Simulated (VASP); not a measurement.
Set up this calculation in VASP 6.6.1, as the native input.

```
Task                   : relaxation of cell and atoms
Functional             : r2SCAN
Potentials or basis    : VASP PAW PBE potentials, release 64 (Cd, S)
Cutoff                 : 600 eV
k mesh                 : 8 × 8 × 8
Occupations            : gaussian, width 0.01 eV
Spin                   : no spin polarisation
Target pressure        : 2 GPa
Dipole correction      : no
Further INCAR settings : ALGO = Normal; EDIFF = 1e-07; IBRION = 2; EDIFFG = -0.002; NSW = 100; ISIF = 3
```

The system is CdS.

```
Cd S
1.0
     2.72688    2.72688    0.00000
    -2.72688    2.72688    0.00000
     0.00000    2.72688    2.72688
Cd S
1 1
Direct
  0.00000 0.00000 0.00000
  0.50000 0.50000 0.00000
```

These files were run (other wordings do the same):

POSCAR

```
CdS
1.0
    2.7268809904      2.7268809904      0.0000000000
   -2.7268809904      2.7268809904      0.0000000000
    0.0000000000      2.7268809904      2.7268809904
Cd S
1 1
Direct
    0.0000000000      0.0000000000      0.0000000000
    0.5000000000      0.5000000000      0.0000000000
```

INCAR.step1

```
PREC = Accurate
ENCUT = 600
ISMEAR = 0
SIGMA = 0.01
LREAL = F
LASPH = T
NELM = 60
GGA = PE
ALGO = Normal
EDIFF = 1E-4
LWAVE = T
LCHARG = F
```

INCAR.step2

```
PREC = Accurate
ENCUT = 600
EDIFF = 1E-7
ISMEAR = 0
SIGMA = 0.01
LREAL = F
LASPH = T
NELM = 60
ALGO = Normal
ISIF = 3
LWAVE = F
LCHARG = F
METAGGA = R2SCAN
LMIXTAU = T
IBRION = 2
NSW = 100
EDIFFG = -0.002
PSTRESS = 20.0
ISTART = 1
```

KPOINTS

```
Automatic mesh
0
Gamma
  8 8 8
```

Potentials or basis: VASP PAW PBE potentials, release 64 (Cd, S).

Launch:

```bash
$ cat potpaw_PBE.64/Cd/POTCAR potpaw_PBE.64/S/POTCAR > POTCAR
$ cp INCAR.step1 INCAR
$ mpirun -np 1 vasp_std > vasp.out
$ cp INCAR.step2 INCAR
$ mpirun -np 1 vasp_std > vasp.out
```

It gave:

```yaml
Relaxed_volume: 19.92 Å³/atom
Relaxed_cell: a = 3.833 Å, b = 3.833 Å, c = 3.833 Å, α = 60.00°, β = 60.00°, γ = 90.00°
Space_group_after_relaxing_to_0.1_Å: Fm-3m (No. 225)
Energy_change_on_relaxing_the_run_minimises_the_enthalpy: +2.7 meV/atom
Ionic_steps: 3
Pressure_after_relaxing: 2.0 GPa
Band_gap_on_the_k_mesh: 0.73 eV (least direct gap 2.48 eV)
```

Caveat: the cell is relaxed towards a set pressure, so the run minimises the enthalpy, not the energy; the PAW data sets were made with another functional, which shifts forces and pressure a little.

Run time: 4.9 min on 1 thread of Intel(R) Xeon(R) Platinum 8259CL CPU @ 2.50GHz (Skylake/Cascade Lake) (shared host), peak memory 0.2 GiB.
